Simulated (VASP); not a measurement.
Set up this calculation in VASP 6.6.1, as the native input.

- Task: single point
- Functional: PBEsol
- Potentials or basis: VASP PAW PBE potentials, release 64 (Pt)
- Cutoff: 500 eV
- k mesh: 8 × 8 × 8
- Occupations: gaussian, width 0.15 eV
- Spin: no spin polarisation
- Dipole correction: no
- Further INCAR settings: ALGO = Normal; EDIFF = 1e-06; NBANDS = 11

The structure of Pt lies in POSCAR:

```
Pt
1.0
    3.0915500000      0.0000000000      0.0000000000
    0.0000000000      3.0915500000      0.0000000000
    0.0000000000      0.0000000000      3.0915500000
Pt
1
Direct
    0.5000000000      0.5000000000      0.5000000000
```

One way to write it, as run:

INCAR

```
SYSTEM = Pt
ALGO     = Normal         ! electronic algorithm
EDIFF    = 1E-6           ! SCF threshold, eV
ENCUT    = 500            ! plane-wave cutoff, eV
GGA      = PS             ! functional
GGA_COMPAT= .False.      
ISIF     = 2              ! what is computed and relaxed
ISMEAR   = 0              ! smearing method
LASPH    = .True.         ! aspherical terms in the spheres
LCHARG   = .True.         ! write CHGCAR
LELF     = .True.         ! ELF
LREAL    = .False.        ! projectors in reciprocal space
LVHAR    = .True.       
LWAVE    = .False.        ! write WAVECAR
NBANDS   = 11             ! bands
NELM     = 120            ! most SCF steps
PREC     = Accurate       ! precision mode
SIGMA    = 0.15           ! smearing width, eV
```

KPOINTS

```
k-points
0
Gamma
  8 8 8
  0 0 0
```

Potentials or basis: VASP PAW PBE potentials, release 64 (Pt).

Run with:

```bash
$ cat potpaw_PBE.64/Pt/POTCAR > POTCAR
$ mpirun -np 1 vasp_std > vasp.out
```

It gave:

```
Pressure               : -26.0 GPa
Band gap on the k mesh : zero (band 5 reaches 2.87 eV, above the bottom of band 6 at 1.67 eV)
```

Caveat: the PAW data sets were made with another functional, which shifts forces and pressure a little; spin-orbit coupling is left out, which moves the levels of the heavy elements.

Wall time 5.8 s on 1 thread of Intel(R) Xeon(R) Platinum 8488C (Sapphire Rapids), on a shared host, peak memory 0.13 GiB.
